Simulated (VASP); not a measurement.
# Ti5C in VASP: further runs

The runs below take Ti5C through single point, with LDA.

All numbers are computed with VASP 6.6.1; they aren't measurements. Logs are shortened: lines on timing, memory, paths and dates and some standing lists are left out, and cuts for length are marked.

## (1) The cell of the first run

The cell holds a slab with vacuum, 6 atoms: a = 2.864 Å, b = 2.864 Å, c = 24.491 Å, α = 90.00°, β = 90.00°, γ = 120.00°.

## (2) Single point, LDA

Contents of INCAR:

```
SYSTEM = Ti5C
PREC = Accurate
ENCUT = 520
EDIFF = 1E-6
ISMEAR = 0
SIGMA = 0.1
LREAL = .FALSE.
LASPH = .TRUE.
NELM = 60
ALGO = Normal
ISIF = 2
LWAVE = .FALSE.
LCHARG = .FALSE.
LDIPOL = .TRUE.
IDIPOL = 3
DIPOL = 0.5 0.5 0.392
GGA = CA
NBANDS = 41
```

Contents of KPOINTS:

```
regular mesh
0
G
  9 9 1
  0 0 0
```

Contents of POSCAR:

```
Ti5C
1.0
    2.8641158414      0.0000000000      0.0000000000
   -1.4320579207      2.4803970780      0.0000000000
    0.0000000000      0.0000000000     24.4912544910
Ti C
5 1
Direct
    0.6666666667      0.3333333333      0.1633236060
    0.3333333333      0.6666666667      0.2559153301
    0.6666666667      0.3333333333      0.3495150200
    0.3333333333      0.6666666667      0.4443907180
    0.6666666667      0.3333333333      0.5304446326
    0.6666666667      0.3333333333      0.6097859945
```

Potentials or basis: VASP PAW LDA potentials, release 64 (Ti_sv, C).

Launch:

```bash
> cat potpaw_LDA.64/Ti_sv/POTCAR potpaw_LDA.64/C/POTCAR > POTCAR
> mpirun -np 1 vasp_std > vasp.out
```

OUTCAR:

```text
SYSTEM = Ti5C
   PREC = Accurate
   ENCUT = 520
   EDIFF = 1E-6
   ISMEAR = 0
   LREAL = .FALSE.
   LASPH = .TRUE.
   NELM = 60
   ISIF = 2
   GGA = CA

 ion  position               nearest neighbor table
   1  0.667  0.333  0.163-   2 2.81   2 2.81   2 2.81
   2  0.333  0.667  0.256-   1 2.81   1 2.81   1 2.81   3 2.83   3 2.83   3 2.83
   3  0.667  0.333  0.350-   2 2.83   2 2.83   2 2.83   4 2.85   4 2.85   4 2.85
   4  0.333  0.667  0.444-   5 2.68   5 2.68   5 2.68   3 2.85   3 2.85   3 2.85
   5  0.667  0.333  0.530-   6 1.94   4 2.68   4 2.68   4 2.68
   6  0.667  0.333  0.610-   5 1.94

  LATTYP: Found a hexagonal cell.
 ALAT       =     2.8641158414
 C/A-ratio  =     8.5510698056

  Lattice vectors:

 A1 = (   2.8641158414,   0.0000000000,   0.0000000000)
 A2 = (  -1.4320579207,   2.4803970780,   0.0000000000)
 A3 = (   0.0000000000,   0.0000000000,  24.4912544910)

Analysis of symmetry for initial positions (statically):
=====================================================================
 Subroutine PRICEL returns:
 Original cell was already a primitive cell.

 Routine SETGRP: Setting up the symmetry group for a
 hexagonal supercell.

 Subroutine GETGRP returns: Found  6 space group operations
 (whereof  6 operations were pure point group operations)
 out of a pool of 24 trial point group operations.

The static configuration has the point symmetry C_3v.

Analysis of symmetry for dynamics (positions and initial velocities):
=====================================================================
 Subroutine PRICEL returns:
 Original cell was already a primitive cell.

 Routine SETGRP: Setting up the symmetry group for a
 hexagonal supercell.

 Subroutine GETGRP returns: Found  6 space group operations
 (whereof  6 operations were pure point group operations)
 out of a pool of 24 trial point group operations.

The dynamic configuration has the point symmetry C_3v.

 Subroutine INISYM returns: Found  6 space group operations
 (whereof  6 operations are pure point group operations),
 and found     1 'primitive' translations

----------------------------------------------------------------------------------------

                                     Primitive cell

  volume of cell :     173.9894

  direct lattice vectors                    reciprocal lattice vectors
     2.864115841  0.000000000  0.000000000     0.349147889  0.201580628  0.000000000
    -1.432057921  2.480397078  0.000000000     0.000000000  0.403161255  0.000000000
     0.000000000  0.000000000 24.491254491     0.000000000  0.000000000  0.040830902

  length of vectors
     2.864115841  2.864115841 24.491254491     0.403161255  0.403161255  0.040830902

  position of ions in fractional coordinates (direct lattice)
     0.666666667  0.333333333  0.163323606
     0.333333333  0.666666667  0.255915330
     0.666666667  0.333333333  0.349515020
     0.333333333  0.666666667  0.444390718
     0.666666667  0.333333333  0.530444633
     0.666666667  0.333333333  0.609785995

  ion indices of the primitive-cell ions
   primitive index   ion index
                 1           1
                 2           2
                 3           3
                 4           4
                 5           5
                 6           6

----------------------------------------------------------------------------------------

 KPOINTS: regular mesh

Automatic generation of k-mesh.
 Grid dimensions read from file:
 generate k-points for:    9    9    1

 Generating k-lattice:

  Cartesian coordinates                     Fractional coordinates (reciprocal lattice)
     0.038794210  0.022397848  0.000000000     0.111111111  0.000000000  0.000000000
     0.000000000  0.044795695  0.000000000     0.000000000  0.111111111  0.000000000
     0.000000000  0.000000000  0.040830902     0.000000000  0.000000000  1.000000000

  Length of vectors
     0.044795695  0.044795695  0.040830902

  Shift w.r.t. Gamma in fractional coordinates (k-lattice)
     0.000000000  0.000000000  0.000000000

 Subroutine IBZKPT returns following result:
 ===========================================

 Found     12 irreducible k-points:

 Following reciprocal coordinates:
            Coordinates               Weight
  0.000000  0.000000  0.000000      1.000000
  0.111111  0.000000  0.000000      6.000000
  0.222222  0.000000  0.000000      6.000000
  0.333333  0.000000  0.000000      6.000000
  0.444444  0.000000  0.000000      6.000000
  0.111111  0.111111  0.000000      6.000000
  0.222222  0.111111  0.000000     12.000000
  0.333333  0.111111  0.000000     12.000000
  0.444444  0.111111  0.000000      6.000000
  0.222222  0.222222  0.000000      6.000000
  0.333333  0.222222  0.000000     12.000000
  0.333333  0.333333  0.000000      2.000000
   k-points           NKPTS =     12   k-points in BZ     NKDIM =     12   number of bands    NBANDS=     41
   number of dos      NEDOS =    301   number of ions     NIONS =      6
   total plane-waves  NPLWV = 110592
   dimension x,y,z NGX =    24 NGY =   24 NGZ =  192
   dimension x,y,z NGXF=    48 NGYF=   48 NGZF=  384
   ions per type =               5   1
   NGX,Y,Z   is equivalent  to a cutoff of  13.93, 13.93, 13.03 a.u.
   NGXF,Y,Z  is equivalent  to a cutoff of  27.86, 27.86, 26.07 a.u.
 SYSTEM =  Ti5C
   PREC   = accura    normal or accurate (medium, high low for compatibility)
   ISTART =      0    job   : 0-new  1-cont  2-samecut
   ICHARG =      2    charge: 1-file 2-atom 10-const
   ISPIN  =      1    spin polarized calculation?
   LNONCOLLINEAR =      F non collinear calculations
   LSORBIT =      F    spin-orbit coupling
   LASPH  =      T    aspherical Exc in radial PAW
   ENCUT  =  520.0 eV  38.22 Ry    6.18 a.u.   5.33  5.33 45.54*2*pi/ulx,y,z
   NELM   =     60;   NELMIN=  2; NELMDL= -5     # of ELM steps
   EDIFF  = 0.1E-05   stopping-criterion for ELM
   LREAL  =      F    real-space projection
   EDIFFG = 0.1E-04   stopping-criterion for IOM
   NSW    =      0    number of steps for IOM
   IBRION =     -1    ionic relax: 0-MD 1-quasi-New 2-CG
   NFREE  =      0    steps in history (QN), initial steepest desc. (CG)
   ISIF   =      2    stress and relaxation
   ISYM   =      2    0-nonsym 1-usesym 2-fastsym
   POTIM  = 0.5000    time-step for ionic-motion
   TEBEG  =    0.0;   TEEND  =   0.0 temperature during run
   PSTRESS=    0.0 pullay stress
   NELECT =      64.0000    total number of electrons
   NUPDOWN=      -1.0000    fix difference up-down
   EMIN   =  10.00;   EMAX   =-10.00  energy-range for DOS
   EFERMI =   0.00;   METHOD = LEGACY
   ISMEAR =     0;   SIGMA  =   0.10  broadening in eV -4-tet -1-fermi 0-gaus
   EFERMI_NEDOS =   21; number of points for ismear=-14 and -15
   IALGO  =     38    algorithm
   IMIX   =      4    mixing-type and parameters
     AMIX     =   0.40;   BMIX     =  1.00
     AMIX_MAG =   1.60;   BMIX_MAG =  1.00
  volume/ion in A,a.u.               =      29.00       195.69
  Fermi-wavevector in a.u.,A,eV,Ry     =   1.172989  2.216628 18.720294  1.375903
  Thomas-Fermi vector in A             =   2.309409
   LORBIT       =      0    0 simple, 1 ext, 2 COOP (PROOUT), +10 PAW based schemes
   GGA     = CA    functional components
   LHFCALC =     F    Hartree Fock is set to
   AEXX    =    0.0000 exact exchange contribution
   IVDW    =     0    specifies the selected vdW correction
   LEPSILON=     F    determine dielectric tensor
   LRPA    =     F    only Hartree local field effects (RPA)
 non-spin polarized calculation
 Gauss-broadening in eV      SIGMA  =   0.10
  energy-cutoff  :      520.00
  volume of cell :      173.99
 maximum number of plane-waves:      4747
 NGX is ok and might be reduce to    24
   NGX = 11   NGY = 11   NGZ = 91

 dipolmoment           0.000000      0.000000     -0.284879 electrons x Angstroem

 number of electron      64.0000008 magnetization

 dipolmoment           0.000000      0.000000      0.099706 electrons x Angstroem

 Free energy of the ion-electron system (eV)
  ---------------------------------------------------
  ext. energy  EPLUGINS =         0.00000000
  ---------------------------------------------------
  free energy    TOTEN  =       -46.34271846 eV

  energy without entropy =      -46.28925166  energy(sigma->0) =      -46.31598506

 E-fermi :   1.4448     XC(G=0):  -7.0887

 val. band max:        1.4225470645   @ k =   0.3333   0.1111   0.0000
 cond. band min:       1.4592874098   @ k =   0.1111   0.1111   0.0000
 fundamental gap:      0.0367403453
 Fermi energy:         1.4447691266

 k-point     1 :       0.0000    0.0000    0.0000
  band No.  band energies     occupation
      1     -54.7111      2.00000
      2     -54.5035      2.00000
      3     -54.4460      2.00000
      4     -54.3805      2.00000
      5     -54.0984      2.00000
      6     -31.5833      2.00000
[... 33 lines left out ...]
     40       2.7079      0.00000
     41       2.7079      0.00000

 k-point     2 :       0.1111    0.0000    0.0000
  band No.  band energies     occupation
      1     -54.6983      2.00000
      2     -54.4890      2.00000
      3     -54.4331      2.00000
      4     -54.3709      2.00000
      5     -54.0885      2.00000
      6     -31.5583      2.00000
[... 33 lines left out ...]
     40       2.6445      0.00000
     41       2.7638      0.00000

 k-point     3 :       0.2222    0.0000    0.0000
  band No.  band energies     occupation
      1     -54.6656      2.00000
      2     -54.4517      2.00000
      3     -54.4001      2.00000
      4     -54.3472      2.00000
      5     -54.0634      2.00000
      6     -31.4987      2.00000
[... 347 lines left out ...]
      2     -54.3653      2.00000
      3     -54.3247      2.00000
      4     -54.2990      2.00000
      5     -54.0080      2.00000
      6     -31.5174      2.00000
[... 33 lines left out ...]
     40       3.1804      0.00000
     41       3.3793      0.00000

 k-point    12 :       0.3333    0.3333    0.0000
  band No.  band energies     occupation
      1     -54.5864      2.00000
      2     -54.3572      2.00000
      3     -54.3176      2.00000
      4     -54.2953      2.00000
      5     -54.0030      2.00000
      6     -31.4429      2.00000
[... 33 lines left out ...]
     40       3.2163      0.00000
     41       3.3055      0.00000

------------------------ aborting loop because EDIFF is reached ----------------------------------------

 vacuum level on the upper side and lower side of the slab       (xc-potential included)         1.047        -1.406

  FORCE on cell =-STRESS in cart. coord.  units (eV):
  Direction    XX          YY          ZZ          XY          YZ          ZX
  --------------------------------------------------------------------------------------
  -------------------------------------------------------------------------------------
  Total       -2.6957218     -2.6957218     -0.4559432     -0.0000000      0.0000000      0.0000000
  in kB      -24.8234898    -24.8234898     -4.1985424     -0.0000000      0.0000000      0.0000000
  external PRESSURE =     -17.9485074 kB  Pullay stress =       0.0000000 kB

 VOLUME and BASIS-vectors are now :
 -----------------------------------------------------------------------------
  energy-cutoff  :      520.00
  volume of cell :      173.99
      direct lattice vectors                 reciprocal lattice vectors
     2.864115841  0.000000000  0.000000000     0.349147889  0.201580628  0.000000000
    -1.432057921  2.480397078  0.000000000     0.000000000  0.403161255  0.000000000
     0.000000000  0.000000000 24.491254491     0.000000000  0.000000000  0.040830902

 POSITION                                       TOTAL-FORCE (eV/Angst)
 -----------------------------------------------------------------------------------
      1.43206      0.82680      4.00000         0.000000      0.000000      0.574537
     -0.00000      1.65360      6.26769        -0.000000      0.000000     -0.514720
      1.43206      0.82680      8.56006         0.000000     -0.000000      0.155874
     -0.00000      1.65360     10.88369        -0.000000      0.000000     -0.902973
      1.43206      0.82680     12.99125         0.000000      0.000000      0.658505
      1.43206      0.82680     14.93442        -0.000000      0.000000      0.028778
 -----------------------------------------------------------------------------------
    total drift:                               -0.000000      0.000000     -0.001282

  FREE ENERGIE OF THE ION-ELECTRON SYSTEM (eV)
  ---------------------------------------------------
  free  energy   TOTEN  =       -46.3427184631 eV

  energy  without entropy=      -46.2892516580  energy(sigma->0) =      -46.31598506

 vacuum level on the upper side and lower side of the slab         8.514         5.951
```

It took 3.1 min on 1 thread of AMD EPYC 9R45 (Zen 5), shared host; peak memory 0.25 GiB.

Results:

```
Free energy            : -46.3427 eV
Largest force          : 0.903 eV/Å
Band gap on the k mesh : zero (band 32 reaches 2.11 eV, above the bottom of band 33 at 1.22 eV)
```

Forces on the atoms (eV/Å):
```
Ti   0.000  0.000  0.575
Ti   0.000  0.000 -0.515
Ti   0.000  0.000  0.156
Ti   0.000  0.000 -0.903
Ti   0.000  0.000  0.659
C    0.000  0.000  0.029
```

(Part 1 of 2 ends here.)
